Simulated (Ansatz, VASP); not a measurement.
Given: the input of a run of Ansatz 0.2.0 on GaF.

File input.yaml:

```yaml
crystal:
  lattice:
    - [3.1446715745, 0.0, 0.0]
    - [0.0, 3.1446715745, 0.0]
    - [0.0, 0.0, 3.1446715745]
  atoms:
    - { symbol: Ga, position: [0.0, 0.0, 0.0] }
    - { symbol: F, position: [0.5, 0.5, 0.5] }
hamiltonian:
  xc: r2scanh
  pseudopotentials: { kind: paw }
kpoints:
  mp_grid: { grid: [4, 4, 4] }
scf:
  occupations: { method: fermi_dirac, width: 0.05 }
output:
  forces: true
  stress: true
  eigenvalues: true
```

Potentials or basis: Ansatz PAW.

Command:

```console
$ ansatz run input.yaml --threads 2 --pin off --max-ram 5632MiB --backend cpu --events-out ev --progress --plain --runs-dir out
```

Problem. Set up the same calculation for VASP 6.6.1. Potentials there: VASP PAW PBE potentials, release 64 (Ga_d, F).

Solution. As run (the cutoff follows the program's own potentials):

POSCAR

```
GaF
1.0
    3.1446715745      0.0000000000      0.0000000000
    0.0000000000      3.1446715745      0.0000000000
    0.0000000000      0.0000000000      3.1446715745
Ga F
1 1
Direct
    0.0000000000      0.0000000000      0.0000000000
    0.5000000000      0.5000000000      0.5000000000
```

The input INCAR.step1:

```
SYSTEM = GaF
  PREC = Accurate
  ENCUT = 520
  EDIFF = 1E-5
  ISMEAR = -1
  SIGMA = 0.05
  LREAL = .FALSE.
  LASPH = .TRUE.
  NELM = 60
  ALGO = Normal
  ISIF = 2
  LWAVE = .TRUE.
  LCHARG = .FALSE.
  GGA = PE
  NBANDS = 17
```

The input INCAR.step2:

```
SYSTEM = GaF
  PREC = Accurate
  ENCUT = 520
  EDIFF = 1E-6
  ISMEAR = -1
  SIGMA = 0.05
  LREAL = .FALSE.
  LASPH = .TRUE.
  NELM = 60
  ALGO = Normal
  ISIF = 2
  LWAVE = .FALSE.
  LCHARG = .FALSE.
  METAGGA = R2SCAN
  LHFCALC = .TRUE.
  AEXX = 0.1
  LMIXTAU = .TRUE.
  PRECFOCK = Normal
  ISTART = 1
  NBANDS = 17
```

The input KPOINTS:

```
Automatic mesh
0
G
  4 4 4
  0 0 0
```

Potentials or basis: VASP PAW PBE potentials, release 64 (Ga_d, F).

Run with:

```sh
$ cat potpaw_PBE.64/Ga_d/POTCAR potpaw_PBE.64/F/POTCAR > POTCAR
$ cp INCAR.step1 INCAR
$ mpirun -np 1 vasp_std > vasp.out
$ cp INCAR.step2 INCAR
$ mpirun -np 1 vasp_std > vasp.out
```

Both were run:

|  | VASP | Ansatz | Ansatz less VASP |
| --- | --- | --- | --- |
| gap on the k mesh at the Fermi level (eV) | 0.83 | 0.79 | -0.039 |
| least direct gap on the mesh (eV) | 2.06 | 2.04 | -0.014 |
| pressure (GPa) | -0.4 | -0.2 | +0.20 |

VASP's potentials were made for PBE, not for r2SCANh.

The k mesh is coarse, so the values compare programs but aren't converged.
